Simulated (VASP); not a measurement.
# AlRu in VASP: further runs

Runs on AlRu. Level: PBEsol. Tasks: single point.

Program: VASP 6.6.1. These are calculated values, not measurements. Logs are shortened: lines on timing, memory, paths and dates and some standing lists are left out, and cuts for length are marked.

## (1) The cell of the first run

Symmetry: P4mm, No. 99, tetragonal system. Conventional cell: a = 2.992 Å, b = 2.992 Å, c = 2.992 Å, α = 90.00°, β = 90.00°, γ = 90.00°. Within 3.2 Å of Al (site symmetry 4mm) lie 8 Ru at 2.39 to 2.82 Å and 6 Al at 2.99 Å. Within 3.2 Å of Ru (site symmetry 4mm) lie 8 Al at 2.39 to 2.82 Å and 6 Ru at 2.99 Å.

## (2) Single point, PBEsol (one atom moved)

Input file INCAR:

```
PREC = Accurate
ENCUT = 520
EDIFF = 1E-7
ISMEAR = 0
SIGMA = 0.1
LREAL = False
LASPH = True
NELM = 100
ALGO = Normal
ISIF = 2
LWAVE = False
LCHARG = True
GGA = PS
LELF = True
LVHAR = True
NBANDS = 16
```

Input file KPOINTS:

```
regular mesh
0
Gamma
  12 12 12
```

Input file POSCAR:

```
AlRu
1.0
    2.9916000000      0.0000000000      0.0000000000
    0.0000000000      2.9916000000      0.0000000000
    0.0000000000      0.0000000000      2.9916000000
Al Ru
1 1
Direct
    0.0000000000      0.0000000000      0.1253509828
    0.5000000000      0.5000000000      0.5000000000
```

Potentials or basis: VASP PAW PBE potentials, release 64 (Al, Ru_pv).

Run with:

```bash
$ cat potpaw_PBE.64/Al/POTCAR potpaw_PBE.64/Ru_pv/POTCAR > POTCAR
$ mpirun -np 1 vasp_std > vasp.out
```

OUTCAR:

```text
PREC = Accurate
   ENCUT = 520
   EDIFF = 1E-7
   ISMEAR = 0
   LREAL = False
   LASPH = True
   NELM = 100
   ISIF = 2
   GGA = PS

 ion  position               nearest neighbor table
   1  0.000  0.000  0.125-   2 2.39   2 2.39   2 2.39   2 2.39   2 2.82   2 2.82   2 2.82   2 2.82

   2  0.500  0.500  0.500-   1 2.39   1 2.39   1 2.39   1 2.39   1 2.82   1 2.82   1 2.82   1 2.82

  LATTYP: Found a simple cubic cell.
 ALAT       =     2.9916000000

  Lattice vectors:

 A1 = (   2.9916000000,   0.0000000000,   0.0000000000)
 A2 = (   0.0000000000,   2.9916000000,   0.0000000000)
 A3 = (   0.0000000000,   0.0000000000,   2.9916000000)

Analysis of symmetry for initial positions (statically):
=====================================================================
 Subroutine PRICEL returns:
 Original cell was already a primitive cell.

 Routine SETGRP: Setting up the symmetry group for a
 simple cubic supercell.

 Subroutine GETGRP returns: Found  8 space group operations
 (whereof  8 operations were pure point group operations)
 out of a pool of 48 trial point group operations.

The static configuration has the point symmetry C_4v.

Analysis of symmetry for dynamics (positions and initial velocities):
=====================================================================
 Subroutine PRICEL returns:
 Original cell was already a primitive cell.

 Routine SETGRP: Setting up the symmetry group for a
 simple cubic supercell.

 Subroutine GETGRP returns: Found  8 space group operations
 (whereof  8 operations were pure point group operations)
 out of a pool of 48 trial point group operations.

The dynamic configuration has the point symmetry C_4v.

 Subroutine INISYM returns: Found  8 space group operations
 (whereof  8 operations are pure point group operations),
 and found     1 'primitive' translations

----------------------------------------------------------------------------------------

                                     Primitive cell

  volume of cell :      26.7738

  direct lattice vectors                    reciprocal lattice vectors
     2.991600000  0.000000000  0.000000000     0.334269287  0.000000000  0.000000000
     0.000000000  2.991600000  0.000000000     0.000000000  0.334269287  0.000000000
     0.000000000  0.000000000  2.991600000     0.000000000  0.000000000  0.334269287

  length of vectors
     2.991600000  2.991600000  2.991600000     0.334269287  0.334269287  0.334269287

  position of ions in fractional coordinates (direct lattice)
     0.000000000  0.000000000  0.125350983
     0.500000000  0.500000000  0.500000000

  ion indices of the primitive-cell ions
   primitive index   ion index
                 1           1
                 2           2

----------------------------------------------------------------------------------------

 KPOINTS: regular mesh

Automatic generation of k-mesh.
 Grid dimensions read from file:
 generate k-points for:   12   12   12

 Generating k-lattice:

  Cartesian coordinates                     Fractional coordinates (reciprocal lattice)
     0.027855774  0.000000000  0.000000000     0.083333333  0.000000000  0.000000000
     0.000000000  0.027855774  0.000000000     0.000000000  0.083333333  0.000000000
     0.000000000  0.000000000  0.027855774     0.000000000  0.000000000  0.083333333

  Length of vectors
     0.027855774  0.027855774  0.027855774

  Shift w.r.t. Gamma in fractional coordinates (k-lattice)
     0.000000000  0.000000000  0.000000000

 Subroutine IBZKPT returns following result:
 ===========================================

 Found    196 irreducible k-points:

 Following reciprocal coordinates:
            Coordinates               Weight
  0.000000  0.000000  0.000000      1.000000
  0.083333  0.000000  0.000000      4.000000
  0.000000  0.000000  0.083333      2.000000
  0.166667  0.000000  0.000000      4.000000
  0.000000  0.000000  0.166667      2.000000
  0.250000  0.000000  0.000000      4.000000
[... 16 lines left out ...]
  0.000000  0.333333  0.083333      8.000000
  0.083333  0.000000  0.333333      8.000000
 [... further k-points ...]
   k-points           NKPTS =    196   k-points in BZ     NKDIM =    196   number of bands    NBANDS=     16
   number of dos      NEDOS =    301   number of ions     NIONS =      2
   total plane-waves  NPLWV =  13824
   dimension x,y,z NGX =    24 NGY =   24 NGZ =   24
   dimension x,y,z NGXF=    48 NGYF=   48 NGZF=   48
   ions per type =               1   1
   NGX,Y,Z   is equivalent  to a cutoff of  13.34, 13.34, 13.34 a.u.
   NGXF,Y,Z  is equivalent  to a cutoff of  26.67, 26.67, 26.67 a.u.
 SYSTEM =  unknown system
   PREC   = accura    normal or accurate (medium, high low for compatibility)
   ISTART =      0    job   : 0-new  1-cont  2-samecut
   ICHARG =      2    charge: 1-file 2-atom 10-const
   ISPIN  =      1    spin polarized calculation?
   LNONCOLLINEAR =      F non collinear calculations
   LSORBIT =      F    spin-orbit coupling
   LASPH  =      T    aspherical Exc in radial PAW
   ENCUT  =  520.0 eV  38.22 Ry    6.18 a.u.   5.56  5.56  5.56*2*pi/ulx,y,z
   NELM   =    100;   NELMIN=  2; NELMDL= -5     # of ELM steps
   EDIFF  = 0.1E-06   stopping-criterion for ELM
   LREAL  =      F    real-space projection
   EDIFFG = 0.1E-05   stopping-criterion for IOM
   NSW    =      0    number of steps for IOM
   IBRION =     -1    ionic relax: 0-MD 1-quasi-New 2-CG
   NFREE  =      0    steps in history (QN), initial steepest desc. (CG)
   ISIF   =      2    stress and relaxation
   ISYM   =      2    0-nonsym 1-usesym 2-fastsym
   POTIM  = 0.5000    time-step for ionic-motion
   TEBEG  =    0.0;   TEEND  =   0.0 temperature during run
   PSTRESS=    0.0 pullay stress
   NELECT =      17.0000    total number of electrons
   NUPDOWN=      -1.0000    fix difference up-down
   EMIN   =  10.00;   EMAX   =-10.00  energy-range for DOS
   EFERMI =   0.00;   METHOD = LEGACY
   ISMEAR =     0;   SIGMA  =   0.10  broadening in eV -4-tet -1-fermi 0-gaus
   EFERMI_NEDOS =   21; number of points for ismear=-14 and -15
   IALGO  =     38    algorithm
   IMIX   =      4    mixing-type and parameters
     AMIX     =   0.40;   BMIX     =  1.00
     AMIX_MAG =   1.60;   BMIX_MAG =  1.00
  volume/ion in A,a.u.               =      13.39        90.34
  Fermi-wavevector in a.u.,A,eV,Ry     =   1.407087  2.659009 26.938090  1.979894
  Thomas-Fermi vector in A             =   2.529382
   LORBIT       =      0    0 simple, 1 ext, 2 COOP (PROOUT), +10 PAW based schemes
   GGA     = PS    functional components
   LHFCALC =     F    Hartree Fock is set to
   AEXX    =    0.0000 exact exchange contribution
   IVDW    =     0    specifies the selected vdW correction
   LEPSILON=     F    determine dielectric tensor
   LRPA    =     F    only Hartree local field effects (RPA)
 non-spin polarized calculation
 Gauss-broadening in eV      SIGMA  =   0.10
  energy-cutoff  :      520.00
  volume of cell :       26.77
 maximum number of plane-waves:       739
 NGX is ok and might be reduce to    24
   NGX = 11   NGY = 11   NGZ = 11

 number of electron      16.9999995 magnetization

 Free energy of the ion-electron system (eV)
  ---------------------------------------------------
  ext. energy  EPLUGINS =         0.00000000
  ---------------------------------------------------
  free energy    TOTEN  =       -14.99370314 eV

  energy without entropy =      -14.98562461  energy(sigma->0) =      -14.98966387

 E-fermi :  10.5028     XC(G=0): -12.6477

 val. band max:       10.4969933506   @ k =   0.1667   0.0833   0.0833
 cond. band min:      10.5042615795   @ k =   0.1667   0.5000   0.2500
 fundamental gap:      0.0072682290
 Fermi energy:        10.5028392788

 k-point     1 :       0.0000    0.0000    0.0000
  band No.  band energies     occupation
      1     -31.1494      2.00000
      2     -31.1494      2.00000
      3     -31.1110      2.00000
      4       0.9483      2.00000
      5       6.7830      2.00000
      6       6.9232      2.00000
[... 8 lines left out ...]
     15      22.6616      0.00000
     16      24.9495      0.00000

 k-point     2 :       0.0833    0.0000    0.0000
  band No.  band energies     occupation
      1     -31.1641      2.00000
      2     -31.1482      2.00000
      3     -31.1097      2.00000
      4       1.0837      2.00000
      5       6.8316      2.00000
      6       6.9724      2.00000
[... 8 lines left out ...]
     15      22.6635      0.00000
     16      25.4056      0.00000

 k-point     3 :       0.0000    0.0000    0.0833
  band No.  band energies     occupation
      1     -31.1482      2.00000
      2     -31.1482      2.00000
      3     -31.1251      2.00000
      4       1.0782      2.00000
      5       6.8263      2.00000
      6       6.9698      2.00000
[... 8 lines left out ...]
     15      22.6631      0.00000
     16      25.2600      0.00000

 k-point     4 :       0.1667    0.0000    0.0000
  band No.  band energies     occupation
      1     -31.2041      2.00000
      2     -31.1448      2.00000
      3     -31.1063      2.00000
      4       1.4806      2.00000
      5       6.9378      2.00000
      6       7.1018      2.00000
[... 8 lines left out ...]
     15      22.7187      0.00000
     16      26.7478      0.00000
[... 324 lines left out ...]
 k-point    22 :       0.3333    0.0833    0.0000
  band No.  band energies     occupation
      1     -31.3105      2.00000
      2     -31.1500      2.00000
      3     -31.0957      2.00000
      4       3.0497      2.00000
      5       6.7086      2.00000
      6       7.4939      2.00000
[... 8 lines left out ...]
     15      23.5450      0.00000
     16      25.0894      0.00000

 k-point    23 :       0.0000    0.3333    0.0833
  band No.  band energies     occupation
      1     -31.3106      2.00000
      2     -31.1346      2.00000
      3     -31.1106      2.00000
      4       3.0465      2.00000
      5       6.6852      2.00000
      6       7.5238      2.00000
[... 8 lines left out ...]
     15      23.3130      0.00000
     16      25.8054      0.00000

 k-point    24 :       0.0833    0.0000    0.3333
  band No.  band energies     occupation
      1     -31.2660      2.00000
      2     -31.1503      2.00000
      3     -31.1348      2.00000
      4       2.9681      2.00000
      5       6.7296      2.00000
      6       7.3699      2.00000
[... 8 lines left out ...]
     15      24.2580      0.00000
     16      25.0852      0.00000

 [... further k-points ...]

------------------------ aborting loop because EDIFF is reached ----------------------------------------

  FORCE on cell =-STRESS in cart. coord.  units (eV):
  Direction    XX          YY          ZZ          XY          YZ          ZX
  --------------------------------------------------------------------------------------
  -------------------------------------------------------------------------------------
  Total        1.7790176      1.7790176     -0.0479902      0.0000000     -0.0000000      0.0000000
  in kB      106.4584808    106.4584808     -2.8717873      0.0000000     -0.0000000      0.0000000
  external PRESSURE =      70.0150581 kB  Pullay stress =       0.0000000 kB

 VOLUME and BASIS-vectors are now :
 -----------------------------------------------------------------------------
  energy-cutoff  :      520.00
  volume of cell :       26.77
      direct lattice vectors                 reciprocal lattice vectors
     2.991600000  0.000000000  0.000000000     0.334269287  0.000000000  0.000000000
     0.000000000  2.991600000  0.000000000     0.000000000  0.334269287  0.000000000
     0.000000000  0.000000000  2.991600000     0.000000000  0.000000000  0.334269287

 POSITION                                       TOTAL-FORCE (eV/Angst)
 -----------------------------------------------------------------------------------
      0.00000      0.00000      0.37500         0.000000      0.000000     -2.783356
      1.49580      1.49580      1.49580         0.000000     -0.000000      2.783356
 -----------------------------------------------------------------------------------
    total drift:                                0.000000     -0.000000     -0.000340

  FREE ENERGIE OF THE ION-ELECTRON SYSTEM (eV)
  ---------------------------------------------------
  free  energy   TOTEN  =       -14.9937031391 eV

  energy  without entropy=      -14.9856246058  energy(sigma->0) =      -14.98966387
```

It took 32 s on 1 thread of AMD EPYC 9R45 (Zen 5), shared host; peak memory 0.17 GiB.

What came out:

| Item | Value |
| --- | --- |
| Free energy | -14.9937 eV |
| Pressure | 7.0 GPa |
| Largest force | 2.783 eV/Å |
| Band gap on the k mesh | zero (an odd number of electrons rules out a gap without spin polarisation) |

Forces in eV/Å, atoms in the order of the input:
```
Al   0.000  0.000 -2.783
Ru   0.000  0.000  2.783
```

Caveat: the cell differs from its parent crystal (one atom moved); the cell stands under pressure; the PAW data sets were made with another functional, which shifts forces and pressure a little.

## (3) Single point, PBEsol (atoms moved at random and the cell strained at random)

Input file INCAR:

```
SYSTEM = AlRu
ALGO = Fast
EDIFF = 1E-6
ENCUT = 520
GGA = PS
ISIF = 2
ISMEAR = 0
LASPH = .True.
LCHARG = .False.
LREAL = .False.
LWAVE = .False.
NBANDS = 16
NELM = 60
PREC = Accurate
SIGMA = 0.1
```

Input file KPOINTS:

```
k-points
0
Gamma
  12 12 12
  0 0 0
```

Input file POSCAR:

```
AlRu
1.0
    2.9870527680     -0.0125946360     -0.0039788280
   -0.0125946360      3.0857755680      0.0319802040
   -0.0039788280      0.0319802040      3.0678259680
Al Ru
1 1
Direct
    0.0820363685     -0.0018184249      0.0158109373
    0.4179636315      0.5018184249      0.4841890627
```

Potentials or basis: VASP PAW PBE potentials, release 64 (Al, Ru_pv).

Run with:

```bash
$ cat potpaw_PBE.64/Al/POTCAR potpaw_PBE.64/Ru_pv/POTCAR > POTCAR
$ mpirun -np 1 vasp_std > vasp.out
```

Wall time 2.6 min (1 thread of AMD EPYC 9R45 (Zen 5), shared host); peak memory 0.42 GiB.

The run converged. Its results:

```
Free energy            : -14.6819 eV
Pressure               : 1.6 GPa
Largest force          : 3.052 eV/Å
Band gap on the k mesh : zero (an odd number of electrons rules out a gap without spin polarisation)
```

Forces in eV/Å, atoms in the order of the input:
```
Al  -2.854  0.126 -1.076
Ru   2.854 -0.126  1.076
```

Stress tensor (GPa, compression positive):
```
-4.75 -0.34  5.74
-0.34  4.96 -3.37
 5.74 -3.37  4.54
```

Levels at points of the mesh, in eV from the Fermi level:
| k point | band 5 | band 6 | band 7 | band 8 | band 9 | band 10 | band 11 | band 12 | band 13 | band 14 |
| --- | --- | --- | --- | --- | --- | --- | --- | --- | --- | --- |
| (0.00, 0.00, 0.00) | -3.54 | -3.32 | -0.26 | 0.21 | 0.30 | 5.75 | 5.91 | 6.87 | 10.82 | 11.35 |
| (0.50, 0.00, 0.00) | -4.59 | -2.83 | -1.55 | -1.39 | 0.01 | 2.64 | 8.24 | 9.86 | 10.08 | 12.37 |
| (0.00, 0.50, 0.00) | -5.38 | -2.73 | -1.87 | -1.14 | 0.42 | 1.79 | 7.74 | 10.27 | 11.19 | 12.21 |
| (0.50, 0.50, 0.00) | -3.34 | -1.55 | -1.20 | -1.11 | -0.43 | 1.36 | 5.18 | 5.48 | 10.66 | 12.22 |
| (0.00, 0.00, 0.50) | -5.26 | -2.72 | -1.95 | -1.12 | 0.38 | 1.91 | 7.78 | 10.32 | 11.01 | 12.21 |
| (0.50, 0.00, 0.50) | -3.37 | -1.52 | -1.27 | -1.12 | -0.44 | 1.42 | 5.23 | 5.53 | 10.50 | 12.22 |
| (0.00, 0.50, 0.50) | -2.67 | -1.83 | -1.65 | -0.23 | -0.12 | 1.23 | 4.43 | 5.19 | 12.51 | 12.86 |
| (0.50, 0.50, 0.50) | -4.14 | -4.09 | 1.32 | 1.56 | 2.06 | 3.41 | 3.76 | 4.61 | 8.44 | 8.73 |

Caveat: the cell differs from its parent crystal (atoms moved at random and the cell strained at random); the PAW data sets were made with another functional, which shifts forces and pressure a little.
